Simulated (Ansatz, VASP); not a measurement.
**BaF2 in VASP and in Ansatz**

The input INCAR:

```
SYSTEM = BaF2
  PREC = Accurate
  ENCUT = 600
  EDIFF = 1E-6
  ISMEAR = 0
  SIGMA = 0.05
  LREAL = .False.
  LASPH = .True.
  NELM = 200
  ALGO = Normal
  ISIF = 2
  LWAVE = .False.
  LCHARG = .False.
  LNONCOLLINEAR = .True.
  MAGMOM = 0 0 0 0 0 0 0 0 0
  LORBIT = 11
  LSORBIT = .True.
  GGA_COMPAT = .False.
  LORBMOM = .True.
  GGA = PE
  NBANDS = 37
```

The input KPOINTS:

```
Automatic mesh
0
Gamma
  6 6 6
  0 0 0
```

File POSCAR:

```
BaF2
1.0
    0.0000000000      3.1000485598      3.1000485598
    3.1000485598      0.0000000000      3.1000485598
    3.1000485598      3.1000485598      0.0000000000
Ba F
1 2
Direct
    0.0000000000      0.0000000000      0.0000000000
    0.2500000000      0.2500000000      0.2500000000
    0.7500000000      0.7500000000      0.7500000000
```

Input for Ansatz:

```yaml
crystal:
  lattice:
    - [0.0, 3.1000485598, 3.1000485598]
    - [3.1000485598, 0.0, 3.1000485598]
    - [3.1000485598, 3.1000485598, 0.0]
  atoms:
    - { symbol: Ba, position: [0.0, 0.0, 0.0] }
    - { symbol: F, position: [0.25, 0.25, 0.25] }
    - { symbol: F, position: [0.75, 0.75, 0.75] }
basis:
  ecutwfc: 420
  ecutrho_ratio: 4
kpoints:
  mp_grid: { grid: [6, 6, 6] }
hamiltonian:
  xc: pbe
scf:
  occupations: { method: gaussian, width: 0.05 }
output:
  forces: true
  stress: true
  eigenvalues: true
  populations: true
  topological_invariants: true
magnetization:
  noncollinear: true
  spin_orbit: true
```

Alike in both runs: task single point; functional PBE; k mesh 6 × 6 × 6; occupations gaussian, width 0.05 eV; non-collinear spin, spin-orbit coupling.

```csv
,VASP,Ansatz
version,VASP 6.6.1,Ansatz 0.2.0
potentials or method,"VASP PAW PBE potentials, release 64 (Ba_sv, F), cutoff 600 eV","plane waves, PAW"
valence electrons in the cell,24,24
```

|  | VASP | Ansatz | Ansatz less VASP |
| --- | --- | --- | --- |
| pressure (GPa) | 2.3 | 1.3 | -0.99 |
